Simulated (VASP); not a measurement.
# Sc (P6_3/mmc) in VASP: further runs

The runs below take Sc through single point, with PBE.

All numbers are computed with VASP 6.6.1; they aren't measurements. Logs are shortened: lines on timing, memory, paths and dates and some standing lists are left out, and cuts for length are marked.

## Step 1: The cell of the first run

The structure is hexagonal, space group P6_3/mmc (No. 194). The conventional cell has a = 2.375 Å, b = 2.375 Å, c = 4.142 Å, α = 90.00°, β = 90.00°, γ = 120.00°. Within 3.1 Å of Sc (site symmetry -6m2) lie 12 Sc at 2.38 to 2.48 Å.

## Step 2: Single point, PBE

The input, INCAR:

```
SYSTEM = Sc
  PREC = Accurate
  ENCUT = 500
  EDIFF = 1E-6
  ISMEAR = -1
  SIGMA = 0.1
  LREAL = .FALSE.
  LASPH = .TRUE.
  NELM = 120
  ALGO = Normal
  ISIF = 2
  LWAVE = .FALSE.
  LCHARG = .FALSE.
  GGA = PE
  NBANDS = 18
  GGA_COMPAT = .FALSE.
```

The input, KPOINTS:

```
Automatic mesh
0
G
  18 18 10
  0 0 0
```

The input, POSCAR:

```
Sc
1.0
    2.3754923013      0.0000000000      0.0000000000
   -1.1877461507      2.0572366794      0.0000000000
    0.0000000000      0.0000000000      4.1418031195
Sc
2
Direct
    0.3333333333      0.6666666667      0.2500000000
    0.6666666667      0.3333333333      0.7500000000
```

Potentials or basis: VASP PAW PBE potentials, release 64 (Sc_sv).

On the command line:

```
> cat potpaw_PBE.64/Sc_sv/POTCAR > POTCAR
> mpirun -np 1 vasp_std > vasp.out
```

OUTCAR:

```text
SYSTEM = Sc
   PREC = Accurate
   ENCUT = 500
   EDIFF = 1E-6
   ISMEAR = -1
   LREAL = .FALSE.
   LASPH = .TRUE.
   NELM = 120
   ISIF = 2
   GGA = PE

 ion  position               nearest neighbor table
   1  0.333  0.667  0.250-   2 2.48   2 2.48   2 2.48   2 2.48   2 2.48   2 2.48
   2  0.667  0.333  0.750-   1 2.48   1 2.48   1 2.48   1 2.48   1 2.48   1 2.48

  LATTYP: Found a hexagonal cell.
 ALAT       =     2.3754923013
 C/A-ratio  =     1.7435556904

  Lattice vectors:

 A1 = (   2.3754923013,   0.0000000000,   0.0000000000)
 A2 = (  -1.1877461507,   2.0572366794,   0.0000000000)
 A3 = (   0.0000000000,   0.0000000000,   4.1418031195)

Analysis of symmetry for initial positions (statically):
=====================================================================
 Subroutine PRICEL returns:
 Original cell was already a primitive cell.

 Routine SETGRP: Setting up the symmetry group for a
 hexagonal supercell.

 Subroutine GETGRP returns: Found 24 space group operations
 (whereof 12 operations were pure point group operations)
 out of a pool of 24 trial point group operations.

The static configuration has the point symmetry D_3d.
 The point group associated with its full space group is D_6h.

Analysis of symmetry for dynamics (positions and initial velocities):
=====================================================================
 Subroutine PRICEL returns:
 Original cell was already a primitive cell.

 Routine SETGRP: Setting up the symmetry group for a
 hexagonal supercell.

 Subroutine GETGRP returns: Found 24 space group operations
 (whereof 12 operations were pure point group operations)
 out of a pool of 24 trial point group operations.

The dynamic configuration has the point symmetry D_3d.
 The point group associated with its full space group is D_6h.

 Subroutine INISYM returns: Found 24 space group operations
 (whereof 12 operations are pure point group operations),
 and found     1 'primitive' translations

----------------------------------------------------------------------------------------

                                     Primitive cell

  volume of cell :      20.2408

  direct lattice vectors                    reciprocal lattice vectors
     2.375492301  0.000000000  0.000000000     0.420965372  0.243044471  0.000000000
    -1.187746151  2.057236679  0.000000000     0.000000000  0.486088942  0.000000000
     0.000000000  0.000000000  4.141803119     0.000000000  0.000000000  0.241440738

  length of vectors
     2.375492301  2.375492301  4.141803119     0.486088942  0.486088942  0.241440738

  position of ions in fractional coordinates (direct lattice)
     0.333333333  0.666666667  0.250000000
     0.666666667  0.333333333  0.750000000

  ion indices of the primitive-cell ions
   primitive index   ion index
                 1           1
                 2           2

----------------------------------------------------------------------------------------

 KPOINTS: Automatic mesh

Automatic generation of k-mesh.
 Grid dimensions read from file:
 generate k-points for:   18   18   10

 Generating k-lattice:

  Cartesian coordinates                     Fractional coordinates (reciprocal lattice)
     0.023386965  0.013502471  0.000000000     0.055555556  0.000000000  0.000000000
     0.000000000  0.027004941  0.000000000     0.000000000  0.055555556  0.000000000
     0.000000000  0.000000000  0.024144074     0.000000000  0.000000000  0.100000000

  Length of vectors
     0.027004941  0.027004941  0.024144074

  Shift w.r.t. Gamma in fractional coordinates (k-lattice)
     0.000000000  0.000000000  0.000000000

 Subroutine IBZKPT returns following result:
 ===========================================

 Found    222 irreducible k-points:

 Following reciprocal coordinates:
            Coordinates               Weight
  0.000000  0.000000  0.000000      1.000000
  0.055556 -0.000000  0.000000      6.000000
  0.111111 -0.000000  0.000000      6.000000
  0.166667 -0.000000  0.000000      6.000000
  0.222222 -0.000000  0.000000      6.000000
  0.277778  0.000000  0.000000      6.000000
[... 16 lines left out ...]
  0.333333  0.111111  0.000000     12.000000
  0.388889  0.111111  0.000000     12.000000
 [... further k-points ...]
   k-points           NKPTS =    222   k-points in BZ     NKDIM =    222   number of bands    NBANDS=     18
   number of dos      NEDOS =    301   number of ions     NIONS =      2
   total plane-waves  NPLWV =   9720
   dimension x,y,z NGX =    18 NGY =   18 NGZ =   30
   dimension x,y,z NGXF=    36 NGYF=   36 NGZF=   60
   ions per type =               2
   NGX,Y,Z   is equivalent  to a cutoff of  12.60, 12.60, 12.04 a.u.
   NGXF,Y,Z  is equivalent  to a cutoff of  25.19, 25.19, 24.08 a.u.
 SYSTEM =  Sc
   PREC   = accura    normal or accurate (medium, high low for compatibility)
   ISTART =      0    job   : 0-new  1-cont  2-samecut
   ICHARG =      2    charge: 1-file 2-atom 10-const
   ISPIN  =      1    spin polarized calculation?
   LNONCOLLINEAR =      F non collinear calculations
   LSORBIT =      F    spin-orbit coupling
   LASPH  =      T    aspherical Exc in radial PAW
   ENCUT  =  500.0 eV  36.75 Ry    6.06 a.u.   4.33  4.33  7.55*2*pi/ulx,y,z
   NELM   =    120;   NELMIN=  2; NELMDL= -5     # of ELM steps
   EDIFF  = 0.1E-05   stopping-criterion for ELM
   LREAL  =      F    real-space projection
   EDIFFG = 0.1E-04   stopping-criterion for IOM
   NSW    =      0    number of steps for IOM
   IBRION =     -1    ionic relax: 0-MD 1-quasi-New 2-CG
   NFREE  =      0    steps in history (QN), initial steepest desc. (CG)
   ISIF   =      2    stress and relaxation
   ISYM   =      2    0-nonsym 1-usesym 2-fastsym
   POTIM  = 0.5000    time-step for ionic-motion
   TEBEG  =    0.0;   TEEND  =   0.0 temperature during run
   PSTRESS=    0.0 pullay stress
   NELECT =      22.0000    total number of electrons
   NUPDOWN=      -1.0000    fix difference up-down
   EMIN   =  10.00;   EMAX   =-10.00  energy-range for DOS
   EFERMI =   0.00;   METHOD = LEGACY
   ISMEAR =    -1;   SIGMA  =   0.10  broadening in eV -4-tet -1-fermi 0-gaus
   EFERMI_NEDOS =   21; number of points for ismear=-14 and -15
   IALGO  =     38    algorithm
   IMIX   =      4    mixing-type and parameters
     AMIX     =   0.40;   BMIX     =  1.00
     AMIX_MAG =   1.60;   BMIX_MAG =  1.00
  volume/ion in A,a.u.               =      10.12        68.30
  Fermi-wavevector in a.u.,A,eV,Ry     =   1.683216  3.180818 38.548262  2.833217
  Thomas-Fermi vector in A             =   2.766457
   LORBIT       =      0    0 simple, 1 ext, 2 COOP (PROOUT), +10 PAW based schemes
   GGA     = PE    functional components
   LHFCALC =     F    Hartree Fock is set to
   AEXX    =    0.0000 exact exchange contribution
   IVDW    =     0    specifies the selected vdW correction
   LEPSILON=     F    determine dielectric tensor
   LRPA    =     F    only Hartree local field effects (RPA)
 non-spin polarized calculation
  energy-cutoff  :      500.00
  volume of cell :       20.24
 maximum number of plane-waves:       537
 NGX is ok and might be reduce to    18

 number of electron      21.9999992 magnetization

 Free energy of the ion-electron system (eV)
  ---------------------------------------------------
  ext. energy  EPLUGINS =         0.00000000
  ---------------------------------------------------
  free energy    TOTEN  =        -3.88728852 eV

  energy without entropy =       -3.82828513  energy(sigma->0) =       -3.85778682

 E-fermi :  10.8748     XC(G=0): -14.1856

 val. band max:       10.8712208862   @ k =   0.2778   0.1667   0.5000
 cond. band min:      10.8754046177   @ k =   0.2778   0.2778   0.4000
 fundamental gap:      0.0041837314
 Fermi energy:        10.8747962771

 k-point     1 :       0.0000    0.0000    0.0000
  band No.  band energies     occupation
      1     -38.3354      2.00000
      2     -37.0629      2.00000
      3     -18.5595      2.00000
      4     -14.0458      2.00000
      5     -13.9897      2.00000
      6     -13.9897      2.00000
[... 10 lines left out ...]
     17      16.1765      0.00000
     18      16.1765      0.00000

 k-point     2 :       0.0556   -0.0000    0.0000
  band No.  band energies     occupation
      1     -38.2947      2.00000
      2     -37.0358      2.00000
      3     -18.5119      2.00000
      4     -14.1444      2.00000
      5     -14.0526      2.00000
      6     -14.0323      2.00000
[... 10 lines left out ...]
     17      16.0255      0.00000
     18      16.0316      0.00000

 k-point     3 :       0.1111   -0.0000    0.0000
  band No.  band energies     occupation
      1     -38.1756      2.00000
      2     -36.9575      2.00000
      3     -18.3714      2.00000
      4     -14.5812      2.00000
      5     -14.1503      2.00000
      6     -14.1476      2.00000
[... 10 lines left out ...]
     17      15.6294      0.00000
     18      15.6606      0.00000

 k-point     4 :       0.1667   -0.0000    0.0000
  band No.  band energies     occupation
      1     -37.9869      2.00000
      2     -36.8375      2.00000
      3     -18.1448      2.00000
      4     -15.2278      2.00000
      5     -14.7498      2.00000
      6     -14.3206      2.00000
[... 375 lines left out ...]
      4     -16.9916      2.00000
      5     -16.8656      2.00000
      6     -15.1474      2.00000
[... 10 lines left out ...]
     17      18.5627      0.00000
     18      19.1914      0.00000

 k-point    23 :       0.3333    0.1111    0.0000
  band No.  band energies     occupation
      1     -36.8585      2.00000
      2     -36.2820      2.00000
      3     -17.9072      2.00000
      4     -17.2724      2.00000
      5     -16.6164      2.00000
      6     -15.3573      2.00000
[... 10 lines left out ...]
     17      19.1638      0.00000
     18      19.3662      0.00000

 k-point    24 :       0.3889    0.1111    0.0000
  band No.  band energies     occupation
      1     -36.6737      2.00000
      2     -36.2433      2.00000
      3     -18.2394      2.00000
      4     -17.5375      2.00000
      5     -16.3062      2.00000
      6     -15.4899      2.00000
[... 10 lines left out ...]
     17      19.1403      0.00000
     18      19.7978      0.00000

 [... further k-points ...]

------------------------ aborting loop because EDIFF is reached ----------------------------------------

  FORCE on cell =-STRESS in cart. coord.  units (eV):
  Direction    XX          YY          ZZ          XY          YZ          ZX
  --------------------------------------------------------------------------------------
  -------------------------------------------------------------------------------------
  Total       20.7280112     20.7280112     20.6267702     -0.0000000      0.0000000      0.0000000
  in kB     1640.7442120   1640.7442119   1632.7303902     -0.0000000      0.0000000      0.0000000
  external PRESSURE =    1638.0729380 kB  Pullay stress =       0.0000000 kB

 VOLUME and BASIS-vectors are now :
 -----------------------------------------------------------------------------
  energy-cutoff  :      500.00
  volume of cell :       20.24
      direct lattice vectors                 reciprocal lattice vectors
     2.375492301  0.000000000  0.000000000     0.420965372  0.243044471  0.000000000
    -1.187746151  2.057236679  0.000000000     0.000000000  0.486088942  0.000000000
     0.000000000  0.000000000  4.141803119     0.000000000  0.000000000  0.241440738

 POSITION                                       TOTAL-FORCE (eV/Angst)
 -----------------------------------------------------------------------------------
     -0.00000      1.37149      1.03545        -0.000000     -0.000000      0.000000
      1.18775      0.68575      3.10635         0.000000      0.000000      0.000000
 -----------------------------------------------------------------------------------
    total drift:                                0.000000     -0.000000      0.000000

  FREE ENERGIE OF THE ION-ELECTRON SYSTEM (eV)
  ---------------------------------------------------
  free  energy   TOTEN  =        -3.8872885178 eV

  energy  without entropy=       -3.8282851298  energy(sigma->0) =       -3.85778682
```

Run time: 66 s. Hardware: 1 thread of Oxide Virtual Turin-like, shared host; peak memory 0.14 GiB.

What came out:

* Free energy: -3.8873 eV
* Pressure: 163.8 GPa
* Band gap on the k mesh: zero (bands 11 and 12 overlap by 2.90 eV)

Levels at points of the mesh, in eV from the Fermi level:
| k point | band 8 | band 9 | band 10 | band 11 | band 12 | band 13 | band 14 | band 15 |
| --- | --- | --- | --- | --- | --- | --- | --- | --- |
| (0.00, 0.00, 0.00) | -24.46 | -3.90 | -2.56 | 1.21 | 2.35 | 2.35 | 3.27 | 3.27 |
| (0.50, 0.00, 0.00) | -25.19 | -3.77 | -3.43 | -1.93 | 1.99 | 2.38 | 3.44 | 3.74 |
| (0.00, 0.00, 0.50) | -24.67 | -1.78 | -1.78 | 1.27 | 1.27 | 2.39 | 2.39 | 2.39 |
| (0.50, 0.00, 0.50) | -25.62 | -3.70 | -3.70 | -1.63 | -1.63 | 5.01 | 5.01 | 6.41 |

Caveat: the cell stands under pressure.

## Step 3: Single point, PBE

The input, INCAR:

```
SYSTEM = Sc
ALGO = Normal ; EDIFF = 1E-6
ENCUT = 500 ; GGA = PE
GGA_COMPAT = .FALSE. ; ISIF = 2
ISMEAR = -1 ; LASPH = .TRUE.
LCHARG = .FALSE. ; LREAL = .FALSE.
LWAVE = .FALSE. ; NBANDS = 18
NELM = 120 ; PREC = Accurate
SIGMA = 0.1
```

The input, KPOINTS:

```
k-points
0
G
  18 18 10
  0 0 0
```

The input, POSCAR:

```
Sc
1.0
    2.3749670390      0.0000000000      0.0000000000
   -1.1874835195      2.0567817889      0.0000000000
    0.0000000000      0.0000000000      4.1415715697
Sc
2
Direct
    0.3333333333      0.6666666667      0.2500000000
    0.6666666667      0.3333333333      0.7500000000
```

Potentials or basis: VASP PAW PBE potentials, release 64 (Sc_sv).

On the command line:

```
> cat potpaw_PBE.64/Sc_sv/POTCAR > POTCAR
> mpirun -np 1 vasp_std > vasp.out
```

Wall time 66 s (1 thread of Oxide Virtual Turin-like, shared host); peak memory 0.14 GiB.

The run converged. Its results:

```
Free energy            : -3.8770 eV
Pressure               : 164.0 GPa
Band gap on the k mesh : zero (bands 11 and 12 overlap by 2.90 eV)
```

Stress tensor (GPa, compression positive):
```
164.26   0.00   0.00
  0.00 164.26   0.00
  0.00   0.00 163.46
```

Levels at points of the mesh, in eV from the Fermi level:
| k point | band 7 | band 8 | band 9 | band 10 | band 11 | band 12 | band 13 | band 14 | band 15 | band 16 |
| --- | --- | --- | --- | --- | --- | --- | --- | --- | --- | --- |
| (0.00, 0.00, 0.00) | -24.46 | -24.46 | -3.89 | -2.56 | 1.20 | 2.35 | 2.35 | 3.27 | 3.27 | 5.28 |
| (0.50, 0.00, 0.00) | -25.78 | -25.19 | -3.78 | -3.43 | -1.93 | 1.99 | 2.38 | 3.44 | 3.75 | 8.76 |
| (0.00, 0.00, 0.50) | -24.66 | -24.66 | -1.78 | -1.78 | 1.27 | 1.27 | 2.39 | 2.39 | 2.39 | 2.39 |
| (0.50, 0.00, 0.50) | -25.62 | -25.62 | -3.71 | -3.71 | -1.63 | -1.63 | 5.02 | 5.02 | 6.42 | 6.42 |

Caveat: the cell stands under pressure.

## Step 4: Single point, PBE

This run uses another cell than the first one: it holds 4 atoms, not 2.

The input, INCAR:

```
SYSTEM = Sc
PREC = Accurate ; ENCUT = 500
EDIFF = 1E-6 ; ISMEAR = -1
SIGMA = 0.1 ; LREAL = .FALSE.
LASPH = .TRUE. ; NELM = 120
ALGO = Normal ; ISIF = 2
LWAVE = .FALSE. ; LCHARG = .TRUE.
GGA = PE ; LELF = .TRUE.
LVHAR = .TRUE. ; NBANDS = 30
GGA_COMPAT = .FALSE.
```

The input, KPOINTS:

```
regular mesh
0
G
  15 15 4
  0 0 0
```

The input, POSCAR:

```
Sc
1.0
    2.4614869306      0.0000000000      0.0000000000
   -1.2307434653      2.1317102130      0.0000000000
    0.0000000000      0.0000000000      7.7134423482
Sc
4
Direct
    0.0000000000      0.0000000000      0.0000000000
    0.0000000000      0.0000000000      0.5000000000
    0.3333333333      0.6666666667      0.2500000000
    0.6666666667      0.3333333333      0.7500000000
```

On the command line:

```
> cat potpaw_PBE.64/Sc_sv/POTCAR > POTCAR
> mpirun -np 1 vasp_std > vasp.out
```

Run time: 85 s. Hardware: 1 thread of Oxide Virtual Turin-like, shared host; peak memory 0.16 GiB.

It converged, with:

| Property | Result |
| --- | --- |
| Free energy | -8.0831 eV |
| Pressure | 163.9 GPa |
| Band gap on the k mesh | zero (bands 22 and 23 overlap by 2.21 eV) |

Stress tensor (GPa, compression positive):
```
163.68   0.00   0.00
  0.00 163.68   0.00
  0.00   0.00 164.24
```

Levels at points of the mesh, in eV from the Fermi level:
```csv
k point,band 20,band 21,band 22,band 23,band 24,band 25
"(0.00, 0.00, 0.00)",-2.21,1.42,1.42,1.57,1.57,2.26
"(0.00, 0.00, 0.50)",-3.01,1.75,1.75,1.75,1.75,2.01
```

Caveat: the cell stands under pressure.

## Step 5: Single point, PBE

This run uses another cell than the first one: it holds 4 atoms, not 2.

The input, INCAR:

```
ALGO = Normal
EDIFF = 1E-6
ENCUT = 500
GGA = PE
GGA_COMPAT = F
ISIF = 2
ISMEAR = -1
LASPH = T
LCHARG = T
LELF = T
LREAL = F
LVHAR = T
LWAVE = F
NBANDS = 30
NELM = 120
PREC = Accurate
SIGMA = 0.1
```

The input, KPOINTS:

```
k-points
0
Gamma
  15 15 4
```

POSCAR is that of step 4.

On the command line:

```
> cat potpaw_PBE.64/Sc_sv/POTCAR > POTCAR
> mpirun -np 1 vasp_std > vasp.out
```

Wall time 95 s (1 thread of Oxide Virtual Turin-like, shared host); peak memory 0.16 GiB.

Results (log left out):

```yaml
Free_energy: -8.0831 eV
Pressure: 163.9 GPa
Band_gap_on_the_k_mesh: zero (bands 22 and 23 overlap by 2.21 eV)
```

Stress tensor (GPa, compression positive):
```
163.68   0.00   0.00
  0.00 163.68   0.00
  0.00   0.00 164.24
```

Levels at points of the mesh, in eV from the Fermi level:
| k point | band 19 | band 20 | band 21 | band 22 | band 23 | band 24 | band 25 | band 26 |
| --- | --- | --- | --- | --- | --- | --- | --- | --- |
| (0.00, 0.00, 0.00) | -2.25 | -2.21 | 1.42 | 1.42 | 1.57 | 1.57 | 2.26 | 2.32 |
| (0.00, 0.00, 0.50) | -3.01 | -3.01 | 1.75 | 1.75 | 1.75 | 1.75 | 2.01 | 2.01 |

Caveat: the cell stands under pressure.
